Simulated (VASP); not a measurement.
# ZnS (Cc) in VASP: a series of runs

The runs below take ZnS through single point, with LDA.

All numbers are computed with VASP 6.6.1; they aren't measurements. Logs are shortened: lines on timing, memory, paths and dates and some standing lists are left out, and cuts for length are marked.

## Step 1: The cell of the first run

Symmetry: Cc, No. 9, monoclinic system. The conventional cell has a = 3.811 Å, b = 6.601 Å, c = 6.234 Å, α = 90.00°, β = 90.00°, γ = 90.00°. Zn (site symmetry 1) has 3 S at 1.92 to 2.45 Å within 2.6 Å. S (site symmetry 1) has 3 Zn at 1.92 to 2.45 Å within 2.6 Å.

## Step 2: Single point, LDA (all Zn atoms moved -0.500 Å, as atom 1 along Cartesian [1 0 0])

INCAR reads:

```
SYSTEM = ZnS
ALGO = Normal
EDIFF = 1E-6
ENCUT = 520
GGA = CA
ISIF = 2
ISMEAR = 0
LASPH = .TRUE.
LCHARG = .TRUE.
LELF = .TRUE.
LREAL = .FALSE.
LVHAR = .TRUE.
LWAVE = .FALSE.
NBANDS = 26
NELM = 60
PREC = Accurate
SIGMA = 0.05
```

KPOINTS reads:

```
k-points
0
G
  12 12 6
  0 0 0
```

POSCAR reads:

```
ZnS
1.0
    3.8109987816      0.0000000000      0.0000000000
   -1.9054993908      3.3004217586      0.0000000000
    0.0000000000      0.0000000000      6.2340000000
Zn S
2 2
Direct
    0.2021341311      0.6666666667      0.0000000000
    0.5354674644      0.3333333333      0.5000000000
    0.3333333333      0.6666666667      0.3850000000
    0.6666666667      0.3333333333      0.8850000000
```

Potentials or basis: VASP PAW LDA potentials, release 64 (Zn, S).

Launch:

```console
> cat potpaw_LDA.64/Zn/POTCAR potpaw_LDA.64/S/POTCAR > POTCAR
> mpirun -np 1 vasp_std > vasp.out
```

OUTCAR:

```text
SYSTEM = ZnS
   EDIFF = 1E-6
   ENCUT = 520
   GGA = CA
   ISIF = 2
   ISMEAR = 0
   LASPH = .TRUE.
   LREAL = .FALSE.
   NELM = 60
   PREC = Accurate

 ion  position               nearest neighbor table
   1  0.202  0.667  0.000-   4 1.92   4 2.37   3 2.45   4 2.74
   2  0.535  0.333  0.500-   3 1.92   3 2.37   4 2.45   3 2.74
   3  0.333  0.667  0.385-   2 1.92   2 2.37   1 2.45   2 2.74
   4  0.667  0.333  0.885-   1 1.92   1 2.37   2 2.45   1 2.74

  LATTYP: Found a hexagonal cell.
 ALAT       =     3.8109987816
 C/A-ratio  =     1.6357916539

  Lattice vectors:

 A1 = (   3.8109987816,   0.0000000000,   0.0000000000)
 A2 = (  -1.9054993908,   3.3004217586,   0.0000000000)
 A3 = (   0.0000000000,   0.0000000000,   6.2340000000)

Analysis of symmetry for initial positions (statically):
=====================================================================
 Subroutine PRICEL returns:
 Original cell was already a primitive cell.

 Routine SETGRP: Setting up the symmetry group for a
 hexagonal supercell.

 Subroutine GETGRP returns: Found  2 space group operations
 (whereof  1 operations were pure point group operations)
 out of a pool of 24 trial point group operations.

The static configuration has the point symmetry C_1 .
 The point group associated with its full space group is C_1h.

Analysis of symmetry for dynamics (positions and initial velocities):
=====================================================================
 Subroutine PRICEL returns:
 Original cell was already a primitive cell.

 Routine SETGRP: Setting up the symmetry group for a
 hexagonal supercell.

 Subroutine GETGRP returns: Found  2 space group operations
 (whereof  1 operations were pure point group operations)
 out of a pool of 24 trial point group operations.

The dynamic configuration has the point symmetry C_1 .
 The point group associated with its full space group is C_1h.

 Subroutine INISYM returns: Found  2 space group operations
 (whereof  1 operations are pure point group operations),
 and found     1 'primitive' translations

----------------------------------------------------------------------------------------

                                     Primitive cell

  volume of cell :      78.4106
[... 88 lines left out ...]
   LNONCOLLINEAR =      F non collinear calculations
   LSORBIT =      F    spin-orbit coupling
   LASPH  =      T    aspherical Exc in radial PAW
   ENCUT  =  520.0 eV  38.22 Ry    6.18 a.u.   7.09  7.09 11.59*2*pi/ulx,y,z
   NELM   =     60;   NELMIN=  2; NELMDL= -5     # of ELM steps
   EDIFF  = 0.1E-05   stopping-criterion for ELM
   LREAL  =      F    real-space projection
   EDIFFG = 0.1E-04   stopping-criterion for IOM
   NSW    =      0    number of steps for IOM
   IBRION =     -1    ionic relax: 0-MD 1-quasi-New 2-CG
   NFREE  =      0    steps in history (QN), initial steepest desc. (CG)
   ISIF   =      2    stress and relaxation
   ISYM   =      2    0-nonsym 1-usesym 2-fastsym
   POTIM  = 0.5000    time-step for ionic-motion
   TEBEG  =    0.0;   TEEND  =   0.0 temperature during run
   PSTRESS=    0.0 pullay stress
   NELECT =      36.0000    total number of electrons
   NUPDOWN=      -1.0000    fix difference up-down
   EMIN   =  10.00;   EMAX   =-10.00  energy-range for DOS
   EFERMI =   0.00;   METHOD = LEGACY
   ISMEAR =     0;   SIGMA  =   0.05  broadening in eV -4-tet -1-fermi 0-gaus
   EFERMI_NEDOS =   21; number of points for ismear=-14 and -15
   IALGO  =     38    algorithm
   IMIX   =      4    mixing-type and parameters
     AMIX     =   0.40;   BMIX     =  1.00
     AMIX_MAG =   1.60;   BMIX_MAG =  1.00
  volume/ion in A,a.u.               =      19.60       132.29
  Fermi-wavevector in a.u.,A,eV,Ry     =   1.262944  2.386617 21.701656  1.595027
  Thomas-Fermi vector in A             =   2.396326
   LORBIT       =      0    0 simple, 1 ext, 2 COOP (PROOUT), +10 PAW based schemes
   GGA     = CA    functional components
   LHFCALC =     F    Hartree Fock is set to
   AEXX    =    0.0000 exact exchange contribution
   IVDW    =     0    specifies the selected vdW correction
   LEPSILON=     F    determine dielectric tensor
   LRPA    =     F    only Hartree local field effects (RPA)
 non-spin polarized calculation
 Gauss-broadening in eV      SIGMA  =   0.05
  energy-cutoff  :      520.00
  volume of cell :       78.41
 maximum number of plane-waves:      2133
   NGX = 15   NGY = 15   NGZ = 23

 number of electron      35.9999988 magnetization

 Free energy of the ion-electron system (eV)
  ---------------------------------------------------
  ext. energy  EPLUGINS =         0.00000000
  ---------------------------------------------------
  free energy    TOTEN  =       -14.38440856 eV

  energy without entropy =      -14.38440856  energy(sigma->0) =      -14.38440856

 E-fermi :   2.3501     XC(G=0): -10.0466

 val. band max:        2.0961432967   @ k =   0.0000   0.0000   0.0000
 cond. band min:       4.0634713443   @ k =   0.0000   0.0000   0.0000
 fundamental gap:      1.9673280477
 Fermi energy:         2.3500929998

 k-point     1 :       0.0000    0.0000    0.0000
  band No.  band energies     occupation
      1     -11.4699      2.00000
      2     -10.5934      2.00000
      3      -5.2660      2.00000
      4      -5.2643      2.00000
      5      -5.0455      2.00000
      6      -4.8712      2.00000
[... 685 lines left out ...]
     25      10.8618      0.00000
     26      11.5110      0.00000

 [... further k-points ...]

------------------------ aborting loop because EDIFF is reached ----------------------------------------

  FORCE on cell =-STRESS in cart. coord.  units (eV):
  Direction    XX          YY          ZZ          XY          YZ          ZX
  --------------------------------------------------------------------------------------
  -------------------------------------------------------------------------------------
  Total        7.5468542      3.2584847     -0.4407430      0.0000000      0.0000000      5.1078335
  in kB      154.2060783     66.5811383     -9.0057723      0.0000000      0.0000000    104.3691792
  external PRESSURE =      70.5938148 kB  Pullay stress =       0.0000000 kB

 VOLUME and BASIS-vectors are now :
 -----------------------------------------------------------------------------
  energy-cutoff  :      520.00
  volume of cell :       78.41
      direct lattice vectors                 reciprocal lattice vectors
     3.810998782  0.000000000  0.000000000     0.262398405  0.151495789  0.000000000
    -1.905499391  3.300421759  0.000000000     0.000000000  0.302991579  0.000000000
     0.000000000  0.000000000  6.234000000     0.000000000  0.000000000  0.160410651

 POSITION                                       TOTAL-FORCE (eV/Angst)
 -----------------------------------------------------------------------------------
     -0.50000      2.20028      0.00000         4.545706      2.965569      2.166436
      1.40550      1.10014      3.11700         4.545706     -2.965569      2.166436
     -0.00000      2.20028      2.40009        -4.545706      3.109389     -2.166436
      1.90550      1.10014      5.51709        -4.545706     -3.109389     -2.166436
 -----------------------------------------------------------------------------------
    total drift:                                0.000272      0.000001      0.000491

  FREE ENERGIE OF THE ION-ELECTRON SYSTEM (eV)
  ---------------------------------------------------
  free  energy   TOTEN  =       -14.3844085616 eV

  energy  without entropy=      -14.3844085616  energy(sigma->0) =      -14.38440856
```

It took 3.6 min on 1 thread of AMD EPYC 9R45 (Zen 5), shared host; peak memory 0.43 GiB.

Results:

| Property | Result |
| --- | --- |
| Free energy | -14.3844 eV |
| Pressure | 7.1 GPa |
| Largest force | 5.918 eV/Å |
| Band gap on the k mesh | 1.97 eV |

Forces in eV/Å, atoms in the order of the input:
```
Zn   4.546  2.966  2.166
Zn   4.546 -2.966  2.166
S   -4.546  3.109 -2.166
S   -4.546 -3.109 -2.166
```

Caveat: the cell differs from its parent crystal (all Zn atoms moved -0.500 Å, as atom 1 along Cartesian [1 0 0]); the cell stands under pressure; forces of over 1 eV/Å act on the atoms, so gaps and moduli don't describe the material at rest.

## Step 3: Single point, LDA (all Zn atoms moved +0.375 Å, as atom 1 along Cartesian [1 0 0])

INCAR reads:

```
SYSTEM = ZnS
PREC = Accurate
ENCUT = 520
EDIFF = 1E-7
ISMEAR = 0
SIGMA = 0.05
LREAL = .False.
LASPH = .True.
NELM = 80
ALGO = Normal
ISIF = 2
LWAVE = .False.
LCHARG = .False.
NBANDS = 26
```

KPOINTS reads:

```
Automatic mesh
0
Gamma
  12 12 6
  0 0 0
```

Changes to POSCAR since step 2:

```diff
@@ -8,4 +8,4 @@
 Direct
-    0.2021341311      0.6666666667      0.0000000000
-    0.5354674644      0.3333333333      0.5000000000
+    0.4317327350      0.6666666667      0.0000000000
+    0.7650660684      0.3333333333      0.5000000000
     0.3333333333      0.6666666667      0.3850000000
```

Potentials or basis: VASP PAW LDA potentials, release 64 (Zn, S).

Launch:

```console
> cat potpaw_LDA.64/Zn/POTCAR potpaw_LDA.64/S/POTCAR > POTCAR
> mpirun -np 1 vasp_std > vasp.out
```

Run time: 3.5 min. Hardware: 1 thread of AMD EPYC 9R45 (Zen 5), shared host; peak memory 0.43 GiB.

The run converged. Its results:

| Property | Result |
| --- | --- |
| Free energy | -15.3179 eV |
| Pressure | 2.1 GPa |
| Largest force | 3.635 eV/Å |
| Band gap on the k mesh | 1.95 eV |

Forces in eV/Å, atoms in the order of the input:
```
Zn  -2.989  1.549  1.267
Zn  -2.989 -1.549  1.267
S    2.989  1.636 -1.267
S    2.989 -1.636 -1.267
```

Stress tensor (GPa, compression positive):
```
 7.63  0.00 -6.54
 0.00  1.61  0.00
-6.54  0.00 -2.90
```

Levels at points of the mesh, in eV from the valence-band top:
| k point | band 16 | band 17 | band 18 | band 19 | band 20 | band 21 |
| --- | --- | --- | --- | --- | --- | --- |
| (0.00, 0.00, 0.00) | -0.11 | -0.03 | 0.00 | 1.95 | 2.70 | 5.89 |
| (0.50, 0.00, 0.00) | -2.32 | -1.85 | -1.01 | 3.00 | 4.13 | 4.73 |
| (0.00, 0.50, 0.00) | -1.96 | -1.91 | -0.71 | 3.01 | 3.85 | 4.47 |
| (0.00, 0.00, 0.50) | -1.12 | -0.15 | -0.15 | 3.27 | 3.27 | 5.79 |
| (0.50, 0.00, 0.50) | -1.97 | -1.50 | -1.30 | 2.74 | 3.73 | 4.23 |
| (0.00, 0.50, 0.50) | -2.12 | -1.16 | -1.16 | 3.17 | 3.17 | 4.64 |

Caveat: the cell differs from its parent crystal (all Zn atoms moved +0.375 Å, as atom 1 along Cartesian [1 0 0]); forces of over 1 eV/Å act on the atoms, so gaps and moduli don't describe the material at rest. A k mesh can miss the band edges.
